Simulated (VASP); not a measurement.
Set up this calculation in VASP 6.6.1, as the native input.

```
Task                               : single point
Functional                         : PBE-based screened hybrid with 75 % exact exchange
Potentials or basis                : VASP PAW PBE potentials, release 64 (Cd, Se)
Cutoff                             : 400 eV
k mesh                             : 4 × 4 × 4
Occupations                        : fermi-dirac, width 0.02 eV
Spin                               : no spin polarisation
Dipole correction                  : no
Grid for exact exchange (PRECFOCK) : Normal
Share of exact exchange            : 0.75
Further INCAR settings             : ALGO = Normal; EDIFF = 1e-06; NBANDS = 16
Screening parameter                : 0.2078 1/Å
```

Crystal: CdSe.

```
CELL_PARAMETERS angstrom
0.00000 2.84295 2.84295
2.84295 0.00000 2.84295
2.84295 2.84295 0.00000
ATOMIC_POSITIONS crystal
Cd 0.00000 0.00000 0.00000
Se 0.50000 0.50000 0.50000
```

The input as run:

POSCAR

```
CdSe
1.0
    0.0000000000      2.8429458735      2.8429458735
    2.8429458735      0.0000000000      2.8429458735
    2.8429458735      2.8429458735      0.0000000000
Cd Se
1 1
Direct
    0.0000000000      0.0000000000      0.0000000000
    0.5000000000      0.5000000000      0.5000000000
```

INCAR.step1

```
SYSTEM = CdSe
ALGO = Normal ; EDIFF = 1E-5
ENCUT = 400 ; GGA = PE
GGA_COMPAT = .FALSE. ; ISIF = 2
ISMEAR = -1 ; LASPH = .TRUE.
LREAL = .FALSE. ; LWAVE = .TRUE.
NBANDS = 16 ; NELM = 120
PREC = Accurate ; SIGMA = 0.02
```

INCAR.step2

```
SYSTEM = CdSe
AEXX = 0.75 ; ALGO = Normal
EDIFF = 1E-6 ; ENCUT = 400
GGA = PE ; GGA_COMPAT = .FALSE.
HFSCREEN = 0.2078 ; ISIF = 2
ISMEAR = -1 ; ISTART = 1
LASPH = .TRUE. ; LCHARG = .TRUE.
LELF = .TRUE. ; LHFCALC = .TRUE.
LREAL = .FALSE. ; LVHAR = .TRUE.
LWAVE = .FALSE. ; NBANDS = 16
NELM = 120 ; PREC = Accurate
PRECFOCK = Normal ; SIGMA = 0.02
```

KPOINTS

```
k-points
0
G
  4 4 4
  0 0 0
```

Potentials or basis: VASP PAW PBE potentials, release 64 (Cd, Se).

Run with:

```sh
$ cat potpaw_PBE.64/Cd/POTCAR potpaw_PBE.64/Se/POTCAR > POTCAR
$ cp INCAR.step1 INCAR
$ mpirun -np 1 vasp_std > vasp.out
$ cp INCAR.step2 INCAR
$ mpirun -np 1 vasp_std > vasp.out
```

It gave:

```
Pressure               : -2.9 GPa
Band gap on the k mesh : 2.56 eV (least direct gap 4.09 eV)
```

Caveat: the k points lie up to 0.48 Å⁻¹ apart; the PAW data sets were made with another functional, which shifts forces and pressure a little.

Run time: 9.8 min on 1 thread of Intel Xeon 8259CL, with other jobs on the host, peak memory 0.27 GiB.
